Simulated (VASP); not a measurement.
# P (Pm-3m) in VASP: a series of runs

P is run at these levels: PBE; tasks: single point.

All numbers are computed with VASP 6.6.1; they aren't measurements. Logs are shortened: lines on timing, memory, paths and dates and some standing lists are left out, and cuts for length are marked.

### Step 1. The cell of the first run

The structure is cubic, space group Pm-3m (No. 221). Conventional cell: a = 2.444 Å, b = 2.444 Å, c = 2.444 Å, α = 90.00°, β = 90.00°, γ = 90.00°. P (site symmetry m-3m) has 6 P at 2.44 Å within 3.2 Å.

### Step 2. Single point, PBE

File INCAR:

```
ALGO = Normal
EDIFF = 1E-6
ENCUT = 520
GGA = PE
ISIF = 2
ISMEAR = -1
LASPH = True
LCHARG = False
LREAL = False
LWAVE = False
NBANDS = 8
NELM = 60
PREC = Accurate
SIGMA = 0.1
```

File KPOINTS:

```
k-points
0
Gamma
  12 12 12
```

File POSCAR:

```
P
1.0
    2.4436666413      0.0000000000      0.0000000000
    0.0000000000      2.4436666413      0.0000000000
    0.0000000000      0.0000000000      2.4436666413
P
1
Direct
    0.0000000000      0.0000000000      0.0000000000
```

Potentials or basis: VASP PAW PBE potentials, release 64 (P).

The run is started by

```console
$ cat potpaw_PBE.64/P/POTCAR > POTCAR
$ mpirun -np 1 vasp_std > vasp.out
```

OUTCAR:

```text
EDIFF = 1E-6
   ENCUT = 520
   GGA = PE
   ISIF = 2
   ISMEAR = -1
   LASPH = True
   LREAL = False
   NELM = 60
   PREC = Accurate

 ion  position               nearest neighbor table
   1  0.000  0.000  0.000-

  LATTYP: Found a simple cubic cell.
 ALAT       =     2.4436666413

  Lattice vectors:

 A1 = (   2.4436666413,   0.0000000000,   0.0000000000)
 A2 = (   0.0000000000,   2.4436666413,   0.0000000000)
 A3 = (   0.0000000000,   0.0000000000,   2.4436666413)

Analysis of symmetry for initial positions (statically):
=====================================================================
 Subroutine PRICEL returns:
 Original cell was already a primitive cell.

 Routine SETGRP: Setting up the symmetry group for a
 simple cubic supercell.

 Subroutine GETGRP returns: Found 48 space group operations
 (whereof 48 operations were pure point group operations)
 out of a pool of 48 trial point group operations.

The static configuration has the point symmetry O_h .

Analysis of symmetry for dynamics (positions and initial velocities):
=====================================================================
 Subroutine PRICEL returns:
 Original cell was already a primitive cell.

 Routine SETGRP: Setting up the symmetry group for a
 simple cubic supercell.

 Subroutine GETGRP returns: Found 48 space group operations
 (whereof 48 operations were pure point group operations)
 out of a pool of 48 trial point group operations.

The dynamic configuration has the point symmetry O_h .

 Subroutine INISYM returns: Found 48 space group operations
 (whereof 48 operations are pure point group operations),
 and found     1 'primitive' translations

----------------------------------------------------------------------------------------

                                     Primitive cell

  volume of cell :      14.5924

  direct lattice vectors                    reciprocal lattice vectors
     2.443666641  0.000000000  0.000000000     0.409221120  0.000000000  0.000000000
     0.000000000  2.443666641  0.000000000     0.000000000  0.409221120  0.000000000
     0.000000000  0.000000000  2.443666641     0.000000000  0.000000000  0.409221120

  length of vectors
     2.443666641  2.443666641  2.443666641     0.409221120  0.409221120  0.409221120

  position of ions in fractional coordinates (direct lattice)
     0.000000000  0.000000000  0.000000000

  ion indices of the primitive-cell ions
   primitive index   ion index
                 1           1

----------------------------------------------------------------------------------------

 KPOINTS: k-points

Automatic generation of k-mesh.
 Grid dimensions read from file:
 generate k-points for:   12   12   12

 Generating k-lattice:

  Cartesian coordinates                     Fractional coordinates (reciprocal lattice)
     0.034101760  0.000000000  0.000000000     0.083333333  0.000000000  0.000000000
     0.000000000  0.034101760  0.000000000     0.000000000  0.083333333  0.000000000
     0.000000000  0.000000000  0.034101760     0.000000000  0.000000000  0.083333333

  Length of vectors
     0.034101760  0.034101760  0.034101760

  Shift w.r.t. Gamma in fractional coordinates (k-lattice)
     0.000000000  0.000000000  0.000000000

 Subroutine IBZKPT returns following result:
 ===========================================

 Found     84 irreducible k-points:

 Following reciprocal coordinates:
            Coordinates               Weight
  0.000000  0.000000  0.000000      1.000000
  0.083333  0.000000  0.000000      6.000000
  0.166667  0.000000  0.000000      6.000000
  0.250000  0.000000  0.000000      6.000000
  0.333333  0.000000  0.000000      6.000000
  0.416667  0.000000  0.000000      6.000000
[... 16 lines left out ...]
  0.333333  0.333333  0.000000     12.000000
  0.416667  0.333333  0.000000     24.000000
 [... further k-points ...]
   k-points           NKPTS =     84   k-points in BZ     NKDIM =     84   number of bands    NBANDS=      8
   number of dos      NEDOS =    301   number of ions     NIONS =      1
   total plane-waves  NPLWV =   5832
   dimension x,y,z NGX =    18 NGY =   18 NGZ =   18
   dimension x,y,z NGXF=    36 NGYF=   36 NGZF=   36
   ions per type =               1
   NGX,Y,Z   is equivalent  to a cutoff of  12.25, 12.25, 12.25 a.u.
   NGXF,Y,Z  is equivalent  to a cutoff of  24.49, 24.49, 24.49 a.u.
 SYSTEM =  unknown system
   PREC   = accura    normal or accurate (medium, high low for compatibility)
   ISTART =      0    job   : 0-new  1-cont  2-samecut
   ICHARG =      2    charge: 1-file 2-atom 10-const
   ISPIN  =      1    spin polarized calculation?
   LNONCOLLINEAR =      F non collinear calculations
   LSORBIT =      F    spin-orbit coupling
   LASPH  =      T    aspherical Exc in radial PAW
   ENCUT  =  520.0 eV  38.22 Ry    6.18 a.u.   4.54  4.54  4.54*2*pi/ulx,y,z
   NELM   =     60;   NELMIN=  2; NELMDL= -5     # of ELM steps
   EDIFF  = 0.1E-05   stopping-criterion for ELM
   LREAL  =      F    real-space projection
   EDIFFG = 0.1E-04   stopping-criterion for IOM
   NSW    =      0    number of steps for IOM
   IBRION =     -1    ionic relax: 0-MD 1-quasi-New 2-CG
   NFREE  =      0    steps in history (QN), initial steepest desc. (CG)
   ISIF   =      2    stress and relaxation
   ISYM   =      2    0-nonsym 1-usesym 2-fastsym
   POTIM  = 0.5000    time-step for ionic-motion
   TEBEG  =    0.0;   TEEND  =   0.0 temperature during run
   PSTRESS=    0.0 pullay stress
   NELECT =       5.0000    total number of electrons
   NUPDOWN=      -1.0000    fix difference up-down
   EMIN   =  10.00;   EMAX   =-10.00  energy-range for DOS
   EFERMI =   0.00;   METHOD = LEGACY
   ISMEAR =    -1;   SIGMA  =   0.10  broadening in eV -4-tet -1-fermi 0-gaus
   EFERMI_NEDOS =   21; number of points for ismear=-14 and -15
   IALGO  =     38    algorithm
   IMIX   =      4    mixing-type and parameters
     AMIX     =   0.40;   BMIX     =  1.00
     AMIX_MAG =   1.60;   BMIX_MAG =  1.00
  volume/ion in A,a.u.               =      14.59        98.47
  Fermi-wavevector in a.u.,A,eV,Ry     =   1.145573  2.164820 17.855444  1.312338
  Thomas-Fermi vector in A             =   2.282261
   LORBIT       =      0    0 simple, 1 ext, 2 COOP (PROOUT), +10 PAW based schemes
   GGA     = PE    functional components
[... 5 lines left out ...]
 non-spin polarized calculation
  energy-cutoff  :      520.00
  volume of cell :       14.59
 maximum number of plane-waves:       413
   NGX =  9   NGY =  9   NGZ =  9

 number of electron       4.9999999 magnetization

 Free energy of the ion-electron system (eV)
  ---------------------------------------------------
  ext. energy  EPLUGINS =         0.00000000
  ---------------------------------------------------
  free energy    TOTEN  =        -5.26138079 eV

  energy without entropy =       -5.24740803  energy(sigma->0) =       -5.25439441

 E-fermi :   9.6694     XC(G=0): -11.2715

 val. band max:        9.6478052126   @ k =   0.4167   0.2500   0.0000
 cond. band min:       9.7492120642   @ k =   0.4167   0.2500   0.0833
 fundamental gap:      0.1014068516
 Fermi energy:         9.6693703261

 k-point     1 :       0.0000    0.0000    0.0000
  band No.  band energies     occupation
      1      -6.8694      2.00000
      2      14.6144      0.00000
      3      14.6144      0.00000
      4      14.6144      0.00000
      5      16.4169      0.00000
      6      16.4169      0.00000
      7      23.8658      0.00000
      8      34.0039      0.00000

 k-point     2 :       0.0833    0.0000    0.0000
  band No.  band energies     occupation
      1      -6.7113      2.00000
      2      12.2843      0.00000
      3      14.7386      0.00000
      4      14.7386      0.00000
      5      16.5427      0.00000
      6      18.5423      0.00000
      7      24.4193      0.00000
      8      32.8635      0.00000

 k-point     3 :       0.1667    0.0000    0.0000
  band No.  band energies     occupation
      1      -6.2403      2.00000
      2       9.3263      1.93730
      3      15.1042      0.00000
      4      15.1042      0.00000
      5      16.9079      0.00000
      6      20.7165      0.00000
      7      26.1739      0.00000
      8      30.5805      0.00000

 k-point     4 :       0.2500    0.0000    0.0000
  band No.  band energies     occupation
      1      -5.4692      2.00000
      2       6.5350      2.00000
      3      15.6838      0.00000
      4      15.6838      0.00000
      5      17.4704      0.00000
      6      22.2893      0.00000
      7      28.2028      0.00000
      8      28.2028      0.00000

 k-point     5 :       0.3333    0.0000    0.0000
  band No.  band energies     occupation
      1      -4.4341      2.00000
      2       4.0284      2.00000
      3      16.4081      0.00000
      4      16.4081      0.00000
      5      18.1367      0.00000
      6      23.7012      0.00000
      7      26.1092      0.00000
      8      26.1092      0.00000

 k-point     6 :       0.4167    0.0000    0.0000
  band No.  band energies     occupation
      1      -3.2620      2.00000
      2       1.9647      2.00000
      3      17.1046      0.00000
      4      17.1046      0.00000
      5      18.7249      0.00000
      6      24.5687      0.00000
      7      24.5687      0.00000
      8      25.1720      0.00000

 k-point     7 :       0.5000    0.0000    0.0000
  band No.  band energies     occupation
      1      -2.5607      2.00000
      2       0.9647      2.00000
      3      17.4230      0.00000
      4      17.4230      0.00000
      5      18.9713      0.00000
      6      23.9660      0.00000
      7      23.9660      0.00000
      8      26.3196      0.00000

 k-point     8 :       0.0833    0.0833    0.0000
  band No.  band energies     occupation
      1      -6.5532      2.00000
      2      12.0272      0.00000
      3      12.9022      0.00000
      4      14.8627      0.00000
      5      17.7529      0.00000
      6      19.5661      0.00000
      7      24.8467      0.00000
      8      31.6440      0.00000

 k-point     9 :       0.1667    0.0833    0.0000
  band No.  band energies     occupation
      1      -6.0824      2.00000
      2       9.4257      1.83911
      3      12.9570      0.00000
      4      15.2275      0.00000
      5      18.3588      0.00000
      6      21.6534      0.00000
      7      26.1955      0.00000
      8      29.4566      0.00000

 k-point    10 :       0.2500    0.0833    0.0000
  band No.  band energies     occupation
      1      -5.3116      2.00000
      2       6.6651      2.00000
      3      13.5459      0.00000
      4      15.8058      0.00000
      5      18.9813      0.00000
      6      23.1278      0.00000
      7      26.3678      0.00000
      8      28.3161      0.00000
[... 78 lines left out ...]
 k-point    18 :       0.5000    0.1667    0.0000
  band No.  band energies     occupation
      1      -1.9270      2.00000
      2       1.5305      2.00000
      3      12.6831      0.00000
      4      17.8813      0.00000
      5      18.5313      0.00000
      6      22.4489      0.00000
      7      24.4524      0.00000
      8      28.2531      0.00000

 k-point    19 :       0.2500    0.2500    0.0000
  band No.  band energies     occupation
      1      -4.0728      2.00000
      2       7.1389      2.00000
      3       8.5314      1.99998
      4      16.7320      0.00000
      5      19.8618      0.00000
      6      22.0706      0.00000
      7      28.7444      0.00000
      8      29.1429      0.00000

 k-point    20 :       0.3333    0.2500    0.0000
  band No.  band energies     occupation
      1      -3.0384      2.00000
      2       5.2071      2.00000
      3       8.8370      1.99951
      4      17.4389      0.00000
      5      18.0224      0.00000
      6      22.5884      0.00000
      7      27.0980      0.00000
      8      29.7218      0.00000

 k-point    21 :       0.4167    0.2500    0.0000
  band No.  band energies     occupation
      1      -1.8606      2.00000
      2       3.2067      2.00000
      3       9.6478      1.10741
      4      16.3545      0.00000
      5      18.1150      0.00000
      6      23.4200      0.00000
      7      25.5950      0.00000
      8      29.5426      0.00000

 k-point    22 :       0.5000    0.2500    0.0000
  band No.  band energies     occupation
      1      -1.1452      2.00000
      2       2.2075      2.00000
      3      10.0611      0.03900
      4      15.6510      0.00000
      5      18.4220      0.00000
      6      23.8359      0.00000
      7      25.0091      0.00000
      8      29.0813      0.00000

 k-point    23 :       0.3333    0.3333    0.0000
  band No.  band energies     occupation
      1      -2.0019      2.00000
      2       5.5906      2.00000
      3       6.8682      2.00000
      4      15.7138      0.00000
      5      18.1327      0.00000
      6      23.6010      0.00000
      7      27.6911      0.00000
      8      27.7420      0.00000

 k-point    24 :       0.4167    0.3333    0.0000
  band No.  band energies     occupation
      1      -0.8133      2.00000
      2       4.0589      2.00000
      3       7.2377      2.00000
      4      13.9292      0.00000
      5      18.7944      0.00000
      6      24.5902      0.00000
      7      26.2414      0.00000
      8      28.2564      0.00000

 [... further k-points ...]
[... 5 lines left out ...]
  --------------------------------------------------------------------------------------
  -------------------------------------------------------------------------------------
  Total       -0.0287350     -0.0287350     -0.0287350     -0.0000000      0.0000000     -0.0000000
  in kB       -3.1549721     -3.1549721     -3.1549721     -0.0000000      0.0000000     -0.0000000
  external PRESSURE =      -3.1549721 kB  Pullay stress =       0.0000000 kB

 VOLUME and BASIS-vectors are now :
 -----------------------------------------------------------------------------
  energy-cutoff  :      520.00
  volume of cell :       14.59
      direct lattice vectors                 reciprocal lattice vectors
     2.443666641  0.000000000  0.000000000     0.409221120  0.000000000  0.000000000
     0.000000000  2.443666641  0.000000000     0.000000000  0.409221120  0.000000000
     0.000000000  0.000000000  2.443666641     0.000000000  0.000000000  0.409221120

 POSITION                                       TOTAL-FORCE (eV/Angst)
 -----------------------------------------------------------------------------------
      0.00000      0.00000      0.00000         0.000000      0.000000      0.000000
 -----------------------------------------------------------------------------------
    total drift:                               -0.000000     -0.000000      0.000000

  FREE ENERGIE OF THE ION-ELECTRON SYSTEM (eV)
  ---------------------------------------------------
  free  energy   TOTEN  =        -5.2613807915 eV

  energy  without entropy=       -5.2474080259  energy(sigma->0) =       -5.25439441
```

Wall time 4.3 s (1 thread of AMD EPYC 7R13 (Zen 3), shared host); peak memory 0.08 GiB.

What came out:

- Free energy: -5.2614 eV
- Pressure: -0.3 GPa

### Step 3. Single point, PBE (volume scaled by 0.88)

File INCAR:

```
SYSTEM = P
PREC     = Accurate       ! precision mode
ENCUT    = 520            ! plane-wave cutoff, eV
EDIFF    = 1E-7           ! SCF threshold, eV
ISMEAR   = -1             ! smearing method
SIGMA    = 0.1            ! smearing width, eV
LREAL    = .False.        ! projectors in reciprocal space
LASPH    = .True.         ! aspherical terms in the spheres
NELM     = 60             ! most SCF steps
ALGO     = Normal         ! electronic algorithm
ISIF     = 2              ! what is computed and relaxed
LWAVE    = .False.        ! write WAVECAR
LCHARG   = .False.        ! write CHGCAR
GGA      = PE             ! functional
NBANDS   = 8              ! bands
```

File KPOINTS:

```
Automatic mesh
0
Gamma
  14 14 14
  0 0 0
```

File POSCAR:

```
P
1.0
    2.3417265738      0.0000000000      0.0000000000
    0.0000000000      2.3417265738      0.0000000000
    0.0000000000      0.0000000000      2.3417265738
P
1
Direct
    0.0000000000      0.0000000000      0.0000000000
```

Potentials or basis: VASP PAW PBE potentials, release 64 (P).

The run is started by

```console
$ cat potpaw_PBE.64/P/POTCAR > POTCAR
$ mpirun -np 1 vasp_std > vasp.out
```

It took 6.2 s on 1 thread of AMD EPYC 7R13 (Zen 3), shared host; peak memory 0.09 GiB.

The run converged. Its results:

| Item | Value |
| --- | --- |
| Free energy | -5.1793 eV |
| Pressure | 20.1 GPa |

Levels at points of the mesh, in eV from the Fermi level:
```tsv
k point	band 1	band 2	band 3	band 4	band 5	band 6
(0.00, 0.00, 0.00)	-17.84	5.75	5.75	5.75	6.62	6.62
(0.50, 0.00, 0.00)	-12.84	-9.80	9.14	9.14	9.47	14.91
(0.50, 0.50, 0.00)	-7.33	-5.90	-5.90	0.18	12.34	17.74
(0.50, 0.50, 0.50)	-2.31	-2.31	-2.31	-0.08	4.24	4.24
```

### Step 4. Single point, PBE (volume scaled by 0.92)

File INCAR:

```
PREC = Accurate
ENCUT = 520
EDIFF = 1E-7
ISMEAR = -1
SIGMA = 0.1
LREAL = False
LASPH = True
NELM = 80
ALGO = Normal
ISIF = 2
LWAVE = False
LCHARG = True
GGA = PE
LELF = True
LVHAR = True
NBANDS = 8
```

File KPOINTS:

```
Automatic mesh
0
Gamma
  14 14 14
```

File POSCAR:

```
P
1.0
    2.3766828703      0.0000000000      0.0000000000
    0.0000000000      2.3766828703      0.0000000000
    0.0000000000      0.0000000000      2.3766828703
P
1
Direct
    0.0000000000      0.0000000000      0.0000000000
```

The run is started by

```console
$ cat potpaw_PBE.64/P/POTCAR > POTCAR
$ mpirun -np 1 vasp_std > vasp.out
```

Run time: 6.7 s. Hardware: 1 thread of AMD EPYC 7R13 (Zen 3), shared host; peak memory 0.09 GiB.

Results (log left out):

- Free energy: -5.2373 eV
- Pressure: 11.9 GPa

Levels at points of the mesh, in eV from the Fermi level:
```csv
k point,band 1,band 2,band 3,band 4,band 5,band 6,band 7,band 8
"(0.00, 0.00, 0.00)",-17.35,5.48,5.48,5.48,6.69,6.69,15.29,25.54
"(0.50, 0.00, 0.00)",-12.60,-9.39,8.66,8.66,9.43,14.71,14.71,17.42
"(0.50, 0.50, 0.00)",-7.39,-5.67,-5.67,0.48,11.64,17.43,17.43,18.16
"(0.50, 0.50, 0.50)",-2.27,-2.27,-2.27,-0.67,4.40,4.40,4.40,10.97
```

### Step 5. Summary

| cell | k mesh | gap on the mesh (eV) | pressure (GPa) |
| --- | --- | --- | --- |
| a = 2.444 Å, 1 atom | 12 × 12 × 12 | none | -0.3 |
| a = 2.342 Å, 1 atom | 14 × 14 × 14 | none | 20.1 |
| a = 2.377 Å, 1 atom | 14 × 14 × 14 | none | 11.9 |

Alike in all rows: task single point; level PBE; potentials or basis VASP PAW PBE potentials, release 64 (P); no spin polarisation; cutoff (eV) 520; smearing fermi-dirac 0.1 eV.

Total energies depend on the potentials used, so only differences within one code and one set of settings carry meaning.
